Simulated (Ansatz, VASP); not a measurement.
NiO2: VASP beside Ansatz

Contents of INCAR:

```
SYSTEM = NiO2
PREC = Accurate
ENCUT = 520
EDIFF = 1E-6
ISMEAR = 0
SIGMA = 0.05
LREAL = .FALSE.
LASPH = .TRUE.
NELM = 80
ALGO = Normal
ISIF = 2
LWAVE = .FALSE.
LCHARG = .FALSE.
GGA = PS
NBANDS = 31
```

The input KPOINTS:

```
regular mesh
0
G
  12 12 4
  0 0 0
```

The input POSCAR:

```
NiO2
1.0
    2.8214722021      0.0000000000      0.0000000000
   -1.4107361010      2.4434666031      0.0000000000
    0.0000000000      0.0000000000     10.5519382886
Ni O
2 4
Direct
    0.0000000000      0.0000000000      0.0000000000
    0.0000000000      0.0000000000      0.5000000000
    0.6666666667      0.3333333333      0.0860929541
    0.6666666667      0.3333333333      0.4139070459
    0.3333333333      0.6666666667      0.9139070459
    0.3333333333      0.6666666667      0.5860929541
```

Input for Ansatz:

```yaml
crystal:
  lattice:
    - [2.8214722021, 0.0, 0.0]
    - [-1.410736101, 2.4434666031, 0.0]
    - [0.0, 0.0, 10.5519382886]
  atoms:
    - { symbol: Ni, position: [0.0, 0.0, 0.0] }
    - { symbol: Ni, position: [0.0, 0.0, 0.5] }
    - { symbol: O, position: [0.6666666667, 0.3333333333, 0.0860929541] }
    - { symbol: O, position: [0.6666666667, 0.3333333333, 0.4139070459] }
    - { symbol: O, position: [0.3333333333, 0.6666666667, 0.9139070459] }
    - { symbol: O, position: [0.3333333333, 0.6666666667, 0.5860929541] }
basis:
  ecutwfc: 420
kpoints:
  mp_grid: { grid: [12, 12, 4] }
hamiltonian:
  xc: pbesol
scf:
  occupations: { method: gaussian, width: 0.05 }
output:
  forces: true
  stress: true
  eigenvalues: true
```

Alike in both runs: task single point; functional PBEsol; k mesh 12 × 12 × 4; occupations gaussian, width 0.05 eV; no spin polarisation.

|  | VASP | Ansatz |
| --- | --- | --- |
| version | VASP 6.6.1 | Ansatz 0.2.0 |
| potentials or method | VASP PAW PBE potentials, release 64 (Ni, O), cutoff 520 eV | scalar-relativistic, plane waves, PAW |
| valence electrons in the cell | 44 | 60 |

Ansatz gave:

```
gap on the k mesh at the Fermi level (eV)                     : 1.07
least direct gap on the mesh (eV)                             : 1.34
pressure (GPa)                                                : -2.1
traceless stress, the component that is largest in VASP (GPa) : 3.35
rms of the force components (eV/Å)                            : 0.065
```

Which values does VASP return?

gap on the k mesh at the Fermi level (eV): 1.05; least direct gap on the mesh (eV): 1.31; pressure (GPa): -1.5; traceless stress, the component that is largest in VASP (GPa): 3.01; rms of the force components (eV/Å): 0.091.

VASP's potentials were made for PBE, not for PBEsol. Atom by atom the forces differ by 0.026 eV/Å (rms over components). VASP's potentials hold 44 valence electrons a cell and Ansatz's 60, so a difference there can come from the potentials and not from the codes.
